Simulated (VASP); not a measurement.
# Hg (Fd-3m) in VASP: relaxation of cell and atoms with LDA

Aim: the relaxation of cell and atoms of Hg with LDA.

All numbers are computed with VASP 6.6.1; they aren't measurements. Logs are shortened: lines on timing, memory, paths and dates and some standing lists are left out, and cuts for length are marked.

### 1 The cell of the first run

The structure is cubic, space group Fd-3m (No. 227). Conventional cell: a = 6.099 Å, b = 6.099 Å, c = 6.099 Å, α = 90.00°, β = 90.00°, γ = 90.00°. Within 3.5 Å of Hg (site symmetry -43m) lie 4 Hg at 2.64 Å.

### 2 Relaxation of cell and atoms, LDA

File INCAR:

```
PREC = Accurate
ENCUT = 550
EDIFF = 1E-7
ISMEAR = -1
SIGMA = 0.05
LREAL = False
LASPH = True
NELM = 120
ALGO = Normal
ISIF = 3
LWAVE = False
LCHARG = False
IBRION = 2
NSW = 60
EDIFFG = -0.005
GGA_COMPAT = False
NELMIN = 4
```

File KPOINTS:

```
regular mesh
0
Gamma
  12 12 12
```

File POSCAR:

```
Hg
1.0
    0.0000000000      3.0496819520      3.0496819520
    3.0496819520      0.0000000000      3.0496819520
    3.0496819520      3.0496819520      0.0000000000
Hg
2
Direct
   -0.1250000000     -0.1250000000     -0.1250000000
    0.1250000000      0.1250000000      0.1250000000
```

Potentials or basis: VASP PAW LDA potentials, release 64 (Hg_sv_GW).

Command:

```sh
$ cat potpaw_LDA.64/Hg_sv_GW/POTCAR > POTCAR
$ mpirun -np 1 vasp_std > vasp.out
```

OUTCAR:

```text
PREC = Accurate
   ENCUT = 550
   EDIFF = 1E-7
   ISMEAR = -1
   LREAL = False
   LASPH = True
   NELM = 120
   ISIF = 3
   IBRION = 2
   NSW = 60
   EDIFFG = -0.005
   NELMIN = 4

 ion  position               nearest neighbor table
   1  0.875  0.875  0.875-   2 2.64   2 2.64   2 2.64   2 2.64
   2  0.125  0.125  0.125-   1 2.64   1 2.64   1 2.64   1 2.64

  LATTYP: Found a face centered cubic cell.
 ALAT       =     6.0993639040

  Lattice vectors:

 A1 = (   0.0000000000,   3.0496819520,   3.0496819520)
 A2 = (   3.0496819520,   0.0000000000,   3.0496819520)
 A3 = (   3.0496819520,   3.0496819520,   0.0000000000)

Analysis of symmetry for initial positions (statically):
=====================================================================
 Subroutine PRICEL returns:
 Original cell was already a primitive cell.

 Routine SETGRP: Setting up the symmetry group for a
 face centered cubic supercell.

 Subroutine GETGRP returns: Found 48 space group operations
 (whereof 12 operations were pure point group operations)
 out of a pool of 48 trial point group operations.

The static configuration has the point symmetry D_3d.
 The point group associated with its full space group is O_h .

Analysis of symmetry for dynamics (positions and initial velocities):
=====================================================================
 Subroutine PRICEL returns:
 Original cell was already a primitive cell.

 Routine SETGRP: Setting up the symmetry group for a
 face centered cubic supercell.

 Subroutine GETGRP returns: Found 48 space group operations
 (whereof 12 operations were pure point group operations)
 out of a pool of 48 trial point group operations.

The dynamic configuration has the point symmetry D_3d.
 The point group associated with its full space group is O_h .

 Subroutine INISYM returns: Found 48 space group operations
 (whereof 12 operations are pure point group operations),
 and found     1 'primitive' translations

----------------------------------------------------------------------------------------

                                     Primitive cell

  volume of cell :      56.7275

  direct lattice vectors                    reciprocal lattice vectors
     0.000000000  3.049681952  3.049681952    -0.163951523  0.163951523  0.163951523
     3.049681952  0.000000000  3.049681952     0.163951523 -0.163951523  0.163951523
     3.049681952  3.049681952  0.000000000     0.163951523  0.163951523 -0.163951523

  length of vectors
     4.312901577  4.312901577  4.312901577     0.283972367  0.283972367  0.283972367

  position of ions in fractional coordinates (direct lattice)
[... 63 lines left out ...]
   total plane-waves  NPLWV =  46656
   dimension x,y,z NGX =    36 NGY =   36 NGZ =   36
   dimension x,y,z NGXF=    72 NGYF=   72 NGZF=   72
   ions per type =               2
   NGX,Y,Z   is equivalent  to a cutoff of  13.88, 13.88, 13.88 a.u.
   NGXF,Y,Z  is equivalent  to a cutoff of  27.75, 27.75, 27.75 a.u.
 SYSTEM =  unknown system
   PREC   = accura    normal or accurate (medium, high low for compatibility)
   ISTART =      0    job   : 0-new  1-cont  2-samecut
   ICHARG =      2    charge: 1-file 2-atom 10-const
   ISPIN  =      1    spin polarized calculation?
   LNONCOLLINEAR =      F non collinear calculations
   LSORBIT =      F    spin-orbit coupling
   LASPH  =      T    aspherical Exc in radial PAW
   ENCUT  =  550.0 eV  40.42 Ry    6.36 a.u.   8.25  8.25  8.25*2*pi/ulx,y,z
   NELM   =    120;   NELMIN=  4; NELMDL= -5     # of ELM steps
   EDIFF  = 0.1E-06   stopping-criterion for ELM
   LREAL  =      F    real-space projection
   EDIFFG = -.5E-02   stopping-criterion for IOM
   NSW    =     60    number of steps for IOM
   IBRION =      2    ionic relax: 0-MD 1-quasi-New 2-CG
   NFREE  =      1    steps in history (QN), initial steepest desc. (CG)
   ISIF   =      3    stress and relaxation
   ISYM   =      2    0-nonsym 1-usesym 2-fastsym
   POTIM  = 0.5000    time-step for ionic-motion
   TEBEG  =    0.0;   TEEND  =   0.0 temperature during run
   PSTRESS=    0.0 pullay stress
   NELECT =      40.0000    total number of electrons
   NUPDOWN=      -1.0000    fix difference up-down
   EMIN   =  10.00;   EMAX   =-10.00  energy-range for DOS
   EFERMI =   0.00;   METHOD = LEGACY
   ISMEAR =    -1;   SIGMA  =   0.05  broadening in eV -4-tet -1-fermi 0-gaus
   EFERMI_NEDOS =   21; number of points for ismear=-14 and -15
   IALGO  =     38    algorithm
   IMIX   =      4    mixing-type and parameters
     AMIX     =   0.40;   BMIX     =  1.00
     AMIX_MAG =   1.60;   BMIX_MAG =  1.00
  volume/ion in A,a.u.               =      28.36       191.41
  Fermi-wavevector in a.u.,A,eV,Ry     =   1.457125  2.753568 28.888088  2.123215
  Thomas-Fermi vector in A             =   2.573963
   LORBIT       =      0    0 simple, 1 ext, 2 COOP (PROOUT), +10 PAW based schemes
   GGA     = CA    functional components
   LHFCALC =     F    Hartree Fock is set to
   AEXX    =    0.0000 exact exchange contribution
   IVDW    =     0    specifies the selected vdW correction
   LEPSILON=     F    determine dielectric tensor
   LRPA    =     F    only Hartree local field effects (RPA)
 conjugate gradient relaxation of ions
 non-spin polarized calculation
  energy-cutoff  :      550.00
  volume of cell :       56.73
 maximum number of plane-waves:      1687
 NGX is ok and might be reduce to    36
   NGX = 17   NGY = 17   NGZ = 17

--------------------------------------- Ionic step        1  -------------------------------------------

 number of electron      39.9999995 magnetization

 Free energy of the ion-electron system (eV)
  ---------------------------------------------------
  ext. energy  EPLUGINS =         0.00000000
  ---------------------------------------------------
  free energy    TOTEN  =        -1.20478296 eV

  energy without entropy =       -1.19530918  energy(sigma->0) =       -1.20004607

 E-fermi :   4.3055     XC(G=0): -10.3754

 val. band max:        4.3038686871   @ k =   0.3333   0.2500   0.0000
 cond. band min:       4.3177943200   @ k =  -0.3333   0.2500   0.0000
 fundamental gap:      0.0139256330
 Fermi energy:         4.3054596607

 k-point     1 :       0.0000    0.0000    0.0000
  band No.  band energies     occupation
      1    -110.7979      2.00000
      2    -110.7772      2.00000
      3     -59.4741      2.00000
      4     -59.4741      2.00000
      5     -59.4741      2.00000
      6     -59.3473      2.00000
[... 710 lines left out ...]
--------------------------------------- Ionic step        3  -------------------------------------------

 number of electron      39.9999988 magnetization

 Free energy of the ion-electron system (eV)
  ---------------------------------------------------
  ext. energy  EPLUGINS =         0.00000000
  ---------------------------------------------------
  free energy    TOTEN  =        -1.37386369 eV

  energy without entropy =       -1.36387201  energy(sigma->0) =       -1.36886785

 E-fermi :   3.2300     XC(G=0):  -9.6682

 val. band max:        3.1450636305   @ k =  -0.3333   0.4167   0.1667
 cond. band min:       3.2409789599   @ k =  -0.3333   0.3333   0.1667
 fundamental gap:      0.0959153294
 Fermi energy:         3.2299975123

 k-point     1 :       0.0000    0.0000    0.0000
  band No.  band energies     occupation
      1    -111.6607      2.00000
      2    -111.6502      2.00000
      3     -60.3111      2.00000
      4     -60.3111      2.00000
      5     -60.3111      2.00000
      6     -60.2355      2.00000
[... 668 lines left out ...]
  FREE ENERGIE OF THE ION-ELECTRON SYSTEM (eV)
  ---------------------------------------------------
  free  energy   TOTEN  =        -1.3738636923 eV

  energy  without entropy=       -1.3638720060  energy(sigma->0) =       -1.36886785

 reached required accuracy - stopping structural energy minimisation
```

OSZICAR:

```text
N       E                     dE             d eps       ncg     rms          rms(c)
DAV:   1     0.882537256636E+03    0.88254E+03   -0.27342E+04  3952   0.226E+03
DAV:   2     0.106015595068E+03   -0.77652E+03   -0.75109E+03  3456   0.101E+03
DAV:   3     0.384125119426E+01   -0.10217E+03   -0.10106E+03  5120   0.297E+02
[... 28 lines left out ...]
DAV:   5    -0.137261188618E+01   -0.74052E-02   -0.12623E-02  4824   0.173E+00    0.174E-01
DAV:   6    -0.137386344979E+01   -0.12516E-02   -0.89350E-04  5288   0.473E-01    0.636E-02
DAV:   7    -0.137386080689E+01    0.26429E-05   -0.10908E-04  5512   0.101E-01    0.123E-02
DAV:   8    -0.137386260536E+01   -0.17985E-05   -0.32735E-06  4848   0.209E-02    0.490E-03
DAV:   9    -0.137386368787E+01   -0.10825E-05   -0.21974E-06  4472   0.208E-02    0.169E-03
DAV:  10    -0.137386369234E+01   -0.44674E-08   -0.72755E-08  2424   0.550E-03
   3 F= -.13738637E+01 E0= -.13688678E+01  d E =-.169081E+00
```

Wall time 3.1 min (1 thread of AMD EPYC 9R45 (Zen 5), shared host); peak memory 0.22 GiB.

Results:

```yaml
Free_energy: -1.3739 eV
Relaxed_volume: 32.44 Å³/atom
Relaxed_cell: a = 4.510 Å, b = 4.510 Å, c = 4.510 Å, α = 60.00°, β = 60.00°, γ = 60.00°
Space_group_after_relaxing_to_0.1_Å: Fd-3m (No. 227)
Energy_gained_by_relaxing: 84.5 meV/atom
Ionic_steps: 3
Pressure_after_relaxing: 0.0 GPa
Band_gap_on_the_k_mesh: zero (bands 20 and 21 overlap by 4.38 eV)
```

Step by step:
```
step  energy change (eV)  largest force (eV/Å)  pressure (GPa)  volume (Å³)
   1              0.0000                0.0000            7.76        56.73
   2             -0.1470                0.0000           -1.74        68.76
   3             -0.1691                0.0000           -0.01        64.88
```

Final structure:
```xyz
2
Lattice="0.0000 3.1892 3.1892 3.1892 0.0000 3.1892 3.1892 3.1892 0.0000" Properties=species:S:1:pos:R:3 pbc="T T T"
Hg    5.5811    5.5811    5.5811
Hg    0.7973    0.7973    0.7973
```

Levels at points of the mesh, in eV from the Fermi level:
```tsv
k point	band 17	band 18	band 19	band 20	band 21	band 22	band 23	band 24
(0.00, 0.00, 0.00)	-6.63	-6.15	-6.15	3.96	5.50	5.50	5.50	6.76
(0.50, 0.00, 0.00)	-6.16	-6.16	-4.72	-3.27	3.32	3.32	4.27	7.29
(0.50, 0.50, 0.00)	-6.05	-6.05	-3.59	-3.59	1.02	1.02	4.48	4.48
```

Caveat: spin-orbit coupling is left out, which moves the levels of the heavy elements.

The gap in the log of VASP goes by the Fermi energy; the results here count the filled bands.